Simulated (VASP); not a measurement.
A run of VASP 6.6.1:

File INCAR:

```
SYSTEM = Si
ALGO = Normal ; EDIFF = 1E-6
ENCUT = 520 ; GGA = PE
ISIF = 2 ; ISMEAR = 0
LASPH = .TRUE. ; LCHARG = .FALSE.
LREAL = .FALSE. ; LWAVE = .FALSE.
NBANDS = 11 ; NELM = 60
PREC = Accurate ; SIGMA = 0.15
```

File KPOINTS:

```
k-points
0
G
  20 20 20
  0 0 0
```

POSCAR

```
Si
1.0
   -2.3002311354      2.3002311354      1.3292653899
    2.3002311354     -2.3002311354      1.3292653899
    2.3002311354      2.3002311354     -1.3292653899
Si
2
Direct
    0.2500000000      0.7500000000      0.5000000000
    0.5000000000      0.5000000000      0.0000000000
```

Potentials or basis: VASP PAW PBE potentials, release 64 (Si).

Run with:

```bash
$ cat potpaw_PBE.64/Si/POTCAR > POTCAR
$ mpirun -np 1 vasp_std > vasp.out
```

Hardware: 1 thread of Intel(R) Xeon(R) 6975P-C (Granite Rapids), on a shared host.

Q: Estimate the wall time of this run.

A: Run time: 69 s on 1 thread of Intel(R) Xeon(R) 6975P-C (Granite Rapids) (shared host), peak memory 0.27 GiB. Counts: scf iterations 10, k points 641.
